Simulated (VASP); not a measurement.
# Ti3Al (Fm-3m) in VASP: notebook

The runs below take Ti3Al through single point, with PBEsol.

Program: VASP 6.6.1. These are calculated values, not measurements. Logs are shortened: lines on timing, memory, paths and dates and some standing lists are left out, and cuts for length are marked.

## (1) The cell of the first run

The structure is cubic, space group Fm-3m (No. 225). Conventional cell: a = 6.549 Å, b = 6.549 Å, c = 6.549 Å, α = 90.00°, β = 90.00°, γ = 90.00°. Within 3.7 Å of Ti (site symmetry -43m) lie 10 Ti at 2.84 to 3.27 Å and 4 Al at 2.84 Å. Within 3.7 Å of Ti (site symmetry m-3m) lie 8 Ti at 2.84 Å and 6 Al at 3.27 Å. Within 3.7 Å of Al (site symmetry m-3m) lie 14 Ti at 2.84 to 3.27 Å.

## (2) Single point, PBEsol

Input file INCAR:

```
PREC     = Accurate       # precision mode
ENCUT    = 520            # plane-wave cutoff, eV
EDIFF    = 1E-6           # SCF threshold, eV
ISMEAR   = -1             # smearing method
SIGMA    = 0.05           # smearing width, eV
LREAL    = False          # projectors in reciprocal space
LASPH    = True           # aspherical terms in the spheres
NELM     = 80             # most SCF steps
ALGO     = Normal         # electronic algorithm
ISIF     = 2              # what is computed and relaxed
LWAVE    = False          # write WAVECAR
LCHARG   = False          # write CHGCAR
GGA      = PS             # functional
NBANDS   = 28             # bands
```

Input file KPOINTS:

```
Automatic mesh
0
Gamma
  6 6 6
```

Input file POSCAR:

```
Ti3Al
1.0
    0.0000000000      3.2743093112      3.2743093112
    3.2743093112      0.0000000000      3.2743093112
    3.2743093112      3.2743093112      0.0000000000
Ti Al
3 1
Direct
    0.7500000000      0.7500000000      0.7500000000
    0.2500000000      0.2500000000      0.2500000000
    0.0000000000      0.0000000000      0.0000000000
    0.5000000000      0.5000000000      0.5000000000
```

Potentials or basis: VASP PAW PBE potentials, release 64 (Ti_sv, Al).

The run is started by

```sh
> cat potpaw_PBE.64/Ti_sv/POTCAR potpaw_PBE.64/Al/POTCAR > POTCAR
> mpirun -np 1 vasp_std > vasp.out
```

OUTCAR:

```text
PREC = Accurate
   ENCUT = 520
   EDIFF = 1E-6
   ISMEAR = -1
   LREAL = False
   LASPH = True
   NELM = 80
   ISIF = 2
   GGA = PS

 ion  position               nearest neighbor table
   1  0.750  0.750  0.750-   3 2.84   4 2.84   4 2.84   4 2.84   4 2.84   3 2.84   3 2.84   3 2.84

   2  0.250  0.250  0.250-   3 2.84   4 2.84   3 2.84   3 2.84   3 2.84   4 2.84   4 2.84   4 2.84

   3  0.000  0.000  0.000-   1 2.84   2 2.84   1 2.84   1 2.84   1 2.84   2 2.84   2 2.84   2 2.84

   4  0.500  0.500  0.500-   1 2.84   2 2.84   2 2.84   2 2.84   2 2.84   1 2.84   1 2.84   1 2.84

  LATTYP: Found a face centered cubic cell.
 ALAT       =     6.5486186224

  Lattice vectors:

 A1 = (   0.0000000000,   3.2743093112,   3.2743093112)
 A2 = (   3.2743093112,   0.0000000000,   3.2743093112)
 A3 = (   3.2743093112,   3.2743093112,   0.0000000000)

Analysis of symmetry for initial positions (statically):
=====================================================================
 Subroutine PRICEL returns:
 Original cell was already a primitive cell.

 Routine SETGRP: Setting up the symmetry group for a
 face centered cubic supercell.

 Subroutine GETGRP returns: Found 48 space group operations
 (whereof 48 operations were pure point group operations)
 out of a pool of 48 trial point group operations.

The static configuration has the point symmetry O_h .

Analysis of symmetry for dynamics (positions and initial velocities):
=====================================================================
 Subroutine PRICEL returns:
 Original cell was already a primitive cell.

 Routine SETGRP: Setting up the symmetry group for a
 face centered cubic supercell.

 Subroutine GETGRP returns: Found 48 space group operations
 (whereof 48 operations were pure point group operations)
 out of a pool of 48 trial point group operations.

The dynamic configuration has the point symmetry O_h .

 Subroutine INISYM returns: Found 48 space group operations
 (whereof 48 operations are pure point group operations),
 and found     1 'primitive' translations

----------------------------------------------------------------------------------------

                                     Primitive cell

  volume of cell :      70.2084

  direct lattice vectors                    reciprocal lattice vectors
     0.000000000  3.274309311  3.274309311    -0.152703961  0.152703961  0.152703961
     3.274309311  0.000000000  3.274309311     0.152703961 -0.152703961  0.152703961
     3.274309311  3.274309311  0.000000000     0.152703961  0.152703961 -0.152703961

  length of vectors
     4.630572635  4.630572635  4.630572635     0.264491018  0.264491018  0.264491018

  position of ions in fractional coordinates (direct lattice)
     0.750000000  0.750000000  0.750000000
     0.250000000  0.250000000  0.250000000
     0.000000000  0.000000000  0.000000000
     0.500000000  0.500000000  0.500000000

  ion indices of the primitive-cell ions
   primitive index   ion index
                 1           1
                 2           2
                 3           3
                 4           4

----------------------------------------------------------------------------------------

 KPOINTS: Automatic mesh

Automatic generation of k-mesh.
 Grid dimensions read from file:
 generate k-points for:    6    6    6

 Generating k-lattice:

  Cartesian coordinates                     Fractional coordinates (reciprocal lattice)
    -0.025450660  0.025450660  0.025450660     0.166666667  0.000000000  0.000000000
     0.025450660 -0.025450660  0.025450660     0.000000000  0.166666667  0.000000000
     0.025450660  0.025450660 -0.025450660     0.000000000  0.000000000  0.166666667

  Length of vectors
     0.044081836  0.044081836  0.044081836

  Shift w.r.t. Gamma in fractional coordinates (k-lattice)
     0.000000000  0.000000000  0.000000000

 Subroutine IBZKPT returns following result:
 ===========================================

 Found     16 irreducible k-points:

 Following reciprocal coordinates:
            Coordinates               Weight
  0.000000  0.000000  0.000000      1.000000
  0.166667  0.000000  0.000000      8.000000
  0.333333  0.000000  0.000000      8.000000
  0.500000  0.000000  0.000000      4.000000
  0.166667  0.166667  0.000000      6.000000
  0.333333  0.166667  0.000000     24.000000
[... 8 lines left out ...]
 -0.333333  0.333333  0.166667     24.000000
 -0.333333  0.500000  0.166667     12.000000
   k-points           NKPTS =     16   k-points in BZ     NKDIM =     16   number of bands    NBANDS=     28
   number of dos      NEDOS =    301   number of ions     NIONS =      4
   total plane-waves  NPLWV =  46656
   dimension x,y,z NGX =    36 NGY =   36 NGZ =   36
   dimension x,y,z NGXF=    72 NGYF=   72 NGZF=   72
   ions per type =               3   1
   NGX,Y,Z   is equivalent  to a cutoff of  12.92, 12.92, 12.92 a.u.
   NGXF,Y,Z  is equivalent  to a cutoff of  25.85, 25.85, 25.85 a.u.
 SYSTEM =  unknown system
   PREC   = accura    normal or accurate (medium, high low for compatibility)
   ISTART =      0    job   : 0-new  1-cont  2-samecut
   ICHARG =      2    charge: 1-file 2-atom 10-const
   ISPIN  =      1    spin polarized calculation?
   LNONCOLLINEAR =      F non collinear calculations
   LSORBIT =      F    spin-orbit coupling
   LASPH  =      T    aspherical Exc in radial PAW
   ENCUT  =  520.0 eV  38.22 Ry    6.18 a.u.   8.61  8.61  8.61*2*pi/ulx,y,z
   NELM   =     80;   NELMIN=  2; NELMDL= -5     # of ELM steps
   EDIFF  = 0.1E-05   stopping-criterion for ELM
   LREAL  =      F    real-space projection
   EDIFFG = 0.1E-04   stopping-criterion for IOM
   NSW    =      0    number of steps for IOM
   IBRION =     -1    ionic relax: 0-MD 1-quasi-New 2-CG
   NFREE  =      0    steps in history (QN), initial steepest desc. (CG)
   ISIF   =      2    stress and relaxation
   ISYM   =      2    0-nonsym 1-usesym 2-fastsym
   POTIM  = 0.5000    time-step for ionic-motion
   TEBEG  =    0.0;   TEEND  =   0.0 temperature during run
   PSTRESS=    0.0 pullay stress
   NELECT =      39.0000    total number of electrons
   NUPDOWN=      -1.0000    fix difference up-down
   EMIN   =  10.00;   EMAX   =-10.00  energy-range for DOS
   EFERMI =   0.00;   METHOD = LEGACY
   ISMEAR =    -1;   SIGMA  =   0.05  broadening in eV -4-tet -1-fermi 0-gaus
   EFERMI_NEDOS =   21; number of points for ismear=-14 and -15
   IALGO  =     38    algorithm
   IMIX   =      4    mixing-type and parameters
     AMIX     =   0.40;   BMIX     =  1.00
     AMIX_MAG =   1.60;   BMIX_MAG =  1.00
  volume/ion in A,a.u.               =      17.55       118.45
  Fermi-wavevector in a.u.,A,eV,Ry     =   1.345757  2.543112 24.640995  1.811062
  Thomas-Fermi vector in A             =   2.473644
   LORBIT       =      0    0 simple, 1 ext, 2 COOP (PROOUT), +10 PAW based schemes
   GGA     = PS    functional components
   LHFCALC =     F    Hartree Fock is set to
   AEXX    =    0.0000 exact exchange contribution
   IVDW    =     0    specifies the selected vdW correction
   LEPSILON=     F    determine dielectric tensor
   LRPA    =     F    only Hartree local field effects (RPA)
 non-spin polarized calculation
  energy-cutoff  :      520.00
  volume of cell :       70.21
 maximum number of plane-waves:      1917
 NGX is ok and might be reduce to    36
   NGX = 17   NGY = 17   NGZ = 17

 number of electron      38.9999987 magnetization

 Free energy of the ion-electron system (eV)
  ---------------------------------------------------
  ext. energy  EPLUGINS =         0.00000000
  ---------------------------------------------------
  free energy    TOTEN  =       -29.55970756 eV

  energy without entropy =      -29.49532294  energy(sigma->0) =      -29.52751525

 E-fermi :   7.5744     XC(G=0): -11.1965

 val. band max:        7.5606620611   @ k =   0.3333   0.1667   0.0000
 cond. band min:       7.5942983252   @ k =   0.0000   0.0000   0.0000
 fundamental gap:      0.0336362641
 Fermi energy:         7.5744396590

 k-point     1 :       0.0000    0.0000    0.0000
  band No.  band energies     occupation
      1     -48.8775      2.00000
      2     -48.8260      2.00000
      3     -48.5904      2.00000
      4     -25.2487      2.00000
      5     -25.2487      2.00000
      6     -25.2487      2.00000
[... 20 lines left out ...]
     27      10.4902      0.00000
     28      10.4902      0.00000

 k-point     2 :       0.1667    0.0000    0.0000
  band No.  band energies     occupation
      1     -48.8718      2.00000
      2     -48.8279      2.00000
      3     -48.5943      2.00000
      4     -25.2955      2.00000
      5     -25.2796      2.00000
      6     -25.2796      2.00000
[... 20 lines left out ...]
     27      10.5180      0.00000
     28      10.5180      0.00000

 k-point     3 :       0.3333    0.0000    0.0000
  band No.  band energies     occupation
      1     -48.8582      2.00000
      2     -48.8335      2.00000
      3     -48.6025      2.00000
      4     -25.3051      2.00000
      5     -25.3051      2.00000
      6     -25.3005      2.00000
[... 20 lines left out ...]
     27      10.3718      0.00000
     28      10.3718      0.00000

 k-point     4 :       0.5000    0.0000    0.0000
  band No.  band energies     occupation
      1     -48.8468      2.00000
      2     -48.8406      2.00000
      3     -48.6068      2.00000
      4     -25.3148      2.00000
      5     -25.3148      2.00000
      6     -25.2827      2.00000
[... 330 lines left out ...]
     27      10.3372      0.00000
     28      10.5166      0.00000

 k-point    15 :      -0.3333    0.3333    0.1667
  band No.  band energies     occupation
      1     -48.8421      2.00000
      2     -48.8405      2.00000
      3     -48.6117      2.00000
      4     -25.3788      2.00000
      5     -25.3052      2.00000
      6     -25.2912      2.00000
[... 20 lines left out ...]
     27      10.1854      0.00000
     28      10.3826      0.00000

 k-point    16 :      -0.3333    0.5000    0.1667
  band No.  band energies     occupation
      1     -48.8430      2.00000
      2     -48.8380      2.00000
      3     -48.6133      2.00000
      4     -25.3946      2.00000
      5     -25.3421      2.00000
      6     -25.2677      2.00000
[... 20 lines left out ...]
     27      10.0262      0.00000
     28      10.2364      0.00000

------------------------ aborting loop because EDIFF is reached ----------------------------------------

  FORCE on cell =-STRESS in cart. coord.  units (eV):
  Direction    XX          YY          ZZ          XY          YZ          ZX
  --------------------------------------------------------------------------------------
  -------------------------------------------------------------------------------------
  Total       -3.7647003     -3.7647003     -3.7647003      0.0000000      0.0000000      0.0000000
  in kB      -85.9116152    -85.9116152    -85.9116152      0.0000000      0.0000000      0.0000000
  external PRESSURE =     -85.9116152 kB  Pullay stress =       0.0000000 kB

 VOLUME and BASIS-vectors are now :
 -----------------------------------------------------------------------------
  energy-cutoff  :      520.00
  volume of cell :       70.21
      direct lattice vectors                 reciprocal lattice vectors
     0.000000000  3.274309311  3.274309311    -0.152703961  0.152703961  0.152703961
     3.274309311  0.000000000  3.274309311     0.152703961 -0.152703961  0.152703961
     3.274309311  3.274309311  0.000000000     0.152703961  0.152703961 -0.152703961

 POSITION                                       TOTAL-FORCE (eV/Angst)
 -----------------------------------------------------------------------------------
      4.91146      4.91146      4.91146        -0.000000     -0.000000      0.000000
      1.63715      1.63715      1.63715         0.000000      0.000000      0.000000
      0.00000      0.00000      0.00000        -0.000000     -0.000000     -0.000000
      3.27431      3.27431      3.27431        -0.000000     -0.000000     -0.000000
 -----------------------------------------------------------------------------------
    total drift:                                0.000000      0.000000      0.000000

  FREE ENERGIE OF THE ION-ELECTRON SYSTEM (eV)
  ---------------------------------------------------
  free  energy   TOTEN  =       -29.5597075635 eV

  energy  without entropy=      -29.4953229428  energy(sigma->0) =      -29.52751525
```

Wall time 19 s (1 thread of Intel Xeon 6975P-C (Granite Rapids), shared host); peak memory 0.2 GiB.

Results:

| Item | Value |
| --- | --- |
| Free energy | -29.5597 eV |
| Pressure | -8.6 GPa |

Levels at points of the mesh, in eV from the Fermi level:
| k point | band 15 | band 16 | band 17 | band 18 | band 19 | band 20 | band 21 | band 22 | band 23 | band 24 |
| --- | --- | --- | --- | --- | --- | --- | --- | --- | --- | --- |
| (0.00, 0.00, 0.00) | -1.61 | -1.61 | -1.51 | -1.51 | 0.02 | 0.02 | 0.02 | 2.16 | 2.16 | 2.16 |
| (0.50, 0.00, 0.00) | -1.76 | -1.76 | -0.35 | -0.27 | -0.27 | -0.04 | -0.04 | 0.73 | 0.98 | 0.98 |
| (0.50, 0.50, 0.00) | -1.97 | -1.85 | -0.62 | -0.62 | -0.06 | -0.06 | -0.06 | 1.13 | 1.13 | 1.13 |

Caveat: the PAW data sets were made with another functional, which shifts forces and pressure a little.

## (3) Single point, PBEsol

This run uses another cell than the first one, of 17.89 Å³/atom, 1.019 times its volume.

Input file INCAR:

```
SYSTEM = Ti3Al
  PREC = Accurate
  ENCUT = 520
  EDIFF = 1E-6
  ISMEAR = -1
  SIGMA = 0.05
  LREAL = .FALSE.
  LASPH = .TRUE.
  NELM = 100
  ALGO = Normal
  ISIF = 2
  LWAVE = .FALSE.
  LCHARG = .FALSE.
  GGA = PS
  NBANDS = 28
```

Input file KPOINTS:

```
regular mesh
0
G
  6 6 6
  0 0 0
```

Input file POSCAR:

```
Ti3Al
1.0
    0.0000000000      3.2951653469      3.2951653469
    3.2951653469      0.0000000000      3.2951653469
    3.2951653469      3.2951653469      0.0000000000
Ti Al
3 1
Direct
    0.7500000000      0.7500000000      0.7500000000
    0.2500000000      0.2500000000      0.2500000000
    0.0000000000      0.0000000000      0.0000000000
    0.5000000000      0.5000000000      0.5000000000
```

Potentials or basis: VASP PAW PBE potentials, release 64 (Ti_sv, Al).

The run is started by

```sh
> cat potpaw_PBE.64/Ti_sv/POTCAR potpaw_PBE.64/Al/POTCAR > POTCAR
> mpirun -np 1 vasp_std > vasp.out
```

Wall time 18 s (1 thread of Intel Xeon 6975P-C (Granite Rapids), shared host); peak memory 0.21 GiB.

Results (log left out):

| Property | Result |
| --- | --- |
| Free energy | -29.4812 eV |
| Pressure | -10.2 GPa |

Levels at points of the mesh, in eV from the Fermi level:
| k point | band 16 | band 17 | band 18 | band 19 | band 20 | band 21 | band 22 | band 23 |
| --- | --- | --- | --- | --- | --- | --- | --- | --- |
| (0.00, 0.00, 0.00) | -1.58 | -1.46 | -1.46 | 0.02 | 0.02 | 0.02 | 2.11 | 2.11 |
| (0.50, 0.00, 0.00) | -1.73 | -0.35 | -0.26 | -0.26 | -0.05 | -0.05 | 0.70 | 0.97 |
| (0.50, 0.50, 0.00) | -1.82 | -0.63 | -0.63 | -0.06 | -0.06 | -0.05 | 1.10 | 1.10 |

Caveat: the PAW data sets were made with another functional, which shifts forces and pressure a little.
